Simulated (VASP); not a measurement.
Crystal: Al2O3.

```xyz
10
Lattice="2.3643 1.3650 4.3028 -2.3643 1.3650 4.3028 0.0000 -2.7300 4.3028" Properties=species:S:1:pos:R:3 pbc="T T T"
Al    0.0000    0.0000   11.0000
Al    0.0000    0.0000    8.3626
Al    0.0000    0.0000    1.9084
Al    0.0000    0.0000    4.5458
O    -1.6392   -0.1091    5.3785
O     0.7251    1.4742    5.3785
O     0.9141   -1.3650    5.3785
O     1.6392    0.1091    7.5299
O    -0.7251   -1.4742    7.5299
O    -0.9141    1.3650    7.5299
```

Base run:

| Item | Value |
| --- | --- |
| Program | VASP 6.6.1 |
| Functional | b88 exchange, pbe correlation |
| Potentials or basis | VASP PAW PBE potentials, release 64 (Al, O) |
| Cutoff | 600 eV |
| k mesh | 7 × 7 × 7 |
| Occupations | fermi-dirac, width 0.05 eV |
| Spin | no spin polarisation |

Its results: band gap on the k mesh 6.51 eV; pressure 12.2 GPa; largest force 0.038 eV/Å.

**Question.** The run is repeated on the same cell with these changes: functional from b88 exchange, pbe correlation to PBE; cutoff from 600 eV to 520 eV. What comes out?

**Answer.** Band gap on the k mesh 6.47 eV; pressure 12.7 GPa; largest force 0.040 eV/Å.

Caveats: the cell stands under pressure; the PAW data sets were made with another functional, which shifts forces and pressure a little (at least some runs).

A k mesh can miss the band edges.
